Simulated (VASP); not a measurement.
Te2Mo, 3 atoms in the cell. It takes space group P-6m2 (No. 187, hexagonal). Conventional cell: a = 3.001 Å, b = 3.001 Å, c = 6.788 Å, α = 90.00°, β = 90.00°, γ = 120.00°. Within 3.4 Å of Te (site symmetry 3m) lie 3 Mo at 2.58 Å and 7 Te at 2.96 to 3.00 Å. Mo (site symmetry -6m2) has 6 Te at 2.58 Å and 6 Mo at 3.00 Å within 3.4 Å. 

* Program: VASP 6.6.1
* Task: single point
* Functional: LDA
* Potentials or basis: VASP PAW LDA potentials, release 64 (Te, Mo_sv)
* Cutoff: 520 eV
* k mesh: 18 × 18 × 6
* Occupations: gaussian, width 0.1 eV
* Spin: no spin polarisation
* Dipole correction: no
* Further INCAR settings: ALGO = Normal; EDIFF = 1e-07; NBANDS = 20

Potentials or basis: VASP PAW LDA potentials, release 64 (Te, Mo_sv).

Launch:

```console
$ cat potpaw_LDA.64/Te/POTCAR potpaw_LDA.64/Mo_sv/POTCAR > POTCAR
$ mpirun -np 1 vasp_std > vasp.out
```

Hardware: 1 thread of Intel Xeon 6975P-C (shared host).

Task: How long does it take, and how much memory?

Result: Wall time 110 s on 1 thread of Intel Xeon 6975P-C, with other jobs on the host, peak memory 0.27 GiB. Counts: scf iterations 16, k points 148.
